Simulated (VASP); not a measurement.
Runs of VASP 6.6.1 on Sc3W. The structure is that of space group Fm-3m (No. 225), or close to it. The cells are those of the table. 

```csv
task,cell,k mesh,cutoff (eV),gap on the mesh (eV),pressure (GPa),relaxed volume (Å³/atom)
single point,"a = 4.869 Å, angles 60.0°, 4 atoms",12 × 12 × 12,520,none,0.1,-
relaxation of cell and atoms,"relaxed from a = 4.544 Å, angles 60.0°, 4 atoms",6 × 6 × 6,600,none,-0.3,(b)
single point,"a = 4.868 Å, angles 60.0°, 4 atoms",6 × 6 × 6,520,none,0.2,-
relaxation of cell and atoms,"relaxed from a = 4.868 Å, angles 60.0°, 4 atoms",12 × 12 × 12,600,none,0.0,20.44
single point,"a = 4.544 Å, angles 60.0°, 4 atoms",6 × 6 × 6,520,none,(a),-
```

Alike in all rows: level PBE; potentials or basis VASP PAW PBE potentials, release 64 (Sc_sv, W_sv); no spin polarisation; smearing gaussian 0.1 eV.

**Question.** Estimate the missing entries.

**Answer.** (a) 27.3; (b) 20.51.

Caveats: spin-orbit coupling is left out, which moves the levels of the heavy elements; the volume moved by over 15 % at a fixed basis, so the end points are rough (some runs).

A k mesh can miss the band edges, and the runs leave out spin-orbit coupling on W.

A gap of «none» marks levels without a gap at the run's occupations.
